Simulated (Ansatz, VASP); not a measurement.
# PbS in VASP and in Ansatz

```xyz
2
Lattice="0.0000 2.9650 2.9650 2.9650 0.0000 2.9650 2.9650 2.9650 0.0000" Properties=species:S:1:pos:R:3 pbc="T T T"
Pb    0.0000    0.0000    0.0000
S     2.9650    2.9650    2.9650
```

Alike in both runs: task electric field gradients; functional PBE; k mesh 8 × 8 × 8; occupations fermi-dirac, width 0.01 eV; no spin polarisation.

|  | VASP | Ansatz |
| --- | --- | --- |
| version | VASP 6.6.1 | Ansatz 0.2.0 |
| potentials or method | VASP PAW PBE potentials, release 64 (Pb_d, S) | PAW with Ansatz's default frozen-core files, scalar-relativistic |
| plane-wave cutoff (eV) | 520 | 420 |
| valence electrons in the cell | 20 | 20 |

|  | VASP | Ansatz | Ansatz less VASP |
| --- | --- | --- | --- |
| pressure (GPa) | 2.2 | 2.3 | +0.07 |

With one functional, cell and mesh, what is left measures potentials, basis and numerics.

Spin-orbit coupling is off throughout.
